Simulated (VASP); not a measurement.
A run of VASP 6.6.1 is set up as follows.

The input INCAR:

```
SYSTEM = Al2InAs3
PREC = Accurate ; ENCUT = 520
EDIFF = 1E-6 ; ISMEAR = 0
SIGMA = 0.02 ; LREAL = .False.
LASPH = .True. ; NELM = 80
ALGO = Normal ; ISIF = 2
LWAVE = .False. ; LCHARG = .False.
GGA = PE ; NBANDS = 26
```

File KPOINTS:

```
Automatic mesh
0
Gamma
  10 10 10
  0 0 0
```

POSCAR

```
Al2InAs3
1.0
   -2.0334272304      2.0334272304      8.6443958222
    2.0334272304     -2.0334272304      8.6443958222
    2.0334272304      2.0334272304     -8.6443958222
Al In As
2 1 3
Direct
    0.8292356060      0.8292356060      0.0000000000
    0.1707643940      0.1707643940      0.0000000000
    0.5000000000      0.5000000000      0.0000000000
    0.4070555293      0.9070555293      0.5000000000
    0.0929444707      0.5929444707      0.5000000000
    0.7500000000      0.2500000000      0.5000000000
```

Potentials or basis: VASP PAW PBE potentials, release 64 (Al, In_d, As).

Launch:

```sh
$ cat potpaw_PBE.64/Al/POTCAR potpaw_PBE.64/In_d/POTCAR potpaw_PBE.64/As/POTCAR > POTCAR
$ mpirun -np 1 vasp_std > vasp.out
```

(1) Predict the pressure.

(2) Predict the band gap on the k mesh.

(3) What does it give for the largest force?

## Answers

(1) 4.4 GPa.

(2) 1.24 eV, direct.

(3) 0.005 eV/Å.

Caveat: spin-orbit coupling is left out, which moves the levels of the heavy elements.
